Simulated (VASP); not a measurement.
A run of VASP 6.6.1:

File INCAR:

```
PREC = Accurate
ENCUT = 600
EDIFF = 1E-6
ISMEAR = 0
SIGMA = 0.02
LREAL = F
LASPH = T
NELM = 60
ALGO = Normal
ISIF = 3
LWAVE = F
LCHARG = F
GGA = PE
IBRION = 2
NSW = 100
EDIFFG = -0.01
```

File KPOINTS:

```
regular mesh
0
Gamma
  6 6 4
```

POSCAR

```
SnO2
1.0
    5.4668571426      0.0000000000      0.0000000000
   -2.7334285713      4.7344371644      0.0000000000
    0.0000000000      0.0000000000      6.3691316708
Sn O
3 6
Direct
    0.4419266950      0.0000000000      0.3333333333
    0.0000000000      0.4419266950      0.6666666667
    0.5580733050      0.5580733050      0.0000000000
    0.3903895249      0.3182282144      0.2506312373
    0.6817717856      0.0721613105      0.5839645706
    0.9278386895      0.6096104751      0.9172979040
    0.3182282144      0.3903895249      0.7493687627
    0.0721613105      0.6817717856      0.4160354294
    0.6096104751      0.9278386895      0.0827020960
```

Potentials or basis: VASP PAW PBE potentials, release 64 (Sn_d, O).

Command:

```bash
$ cat potpaw_PBE.64/Sn_d/POTCAR potpaw_PBE.64/O/POTCAR > POTCAR
$ mpirun -np 1 vasp_std > vasp.out
```

Hardware: 1 thread of Intel Xeon 8259CL (shared host).

**Question.** Estimate the wall time of this run.

**Answer.** It took 20 min on 1 thread of Intel Xeon 8259CL, with other jobs on the host, peak memory 0.47 GiB. Counts: scf iterations 39, k points 24, ion steps 5.
